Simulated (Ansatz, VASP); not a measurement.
# One calculation of Ta2C, two programs

```
Ta C
1.0
     3.11149    0.00000    0.00000
    -1.55575    2.69463    0.00000
     0.00000    0.00000    4.94202
Ta C
2 1
Direct
  0.33333 0.66667 0.25334
  0.66667 0.33333 0.74666
  0.00000 0.00000 0.00000
```

Alike in both runs: functional r2SCAN; k mesh 12 × 12 × 7; occupations fermi-dirac, width 0.1 eV; no spin polarisation.

Ansatz relaxed the structure, and its values are those at the end. VASP's run is a single point on that final structure, the one shown.

|  | VASP | Ansatz |
| --- | --- | --- |
| version | VASP 6.6.1 | Ansatz 0.2.0 |
| potentials or method | VASP PAW PBE potentials, release 64 (Ta_pv, C), cutoff 520 eV | PAW plane waves |
| valence electrons in the cell | 26 | 30 |

Ansatz gave:

```
pressure (GPa)                     : 0.1
rms of the force components (eV/Å) : 0.000
```

Q: What did VASP give for the same quantities?

A: Pressure (GPa): 0.7; rms of the force components (eV/Å): 0.017.

VASP's potentials were made for PBE, not for r2SCAN. With one functional, cell and mesh, what is left measures potentials, basis and numerics. VASP's potentials hold 26 valence electrons a cell and Ansatz's 30, so a difference there can come from the potentials and not from the codes. Ansatz's warnings: stress scf threshold loose.

Neither program's run includes spin-orbit coupling.
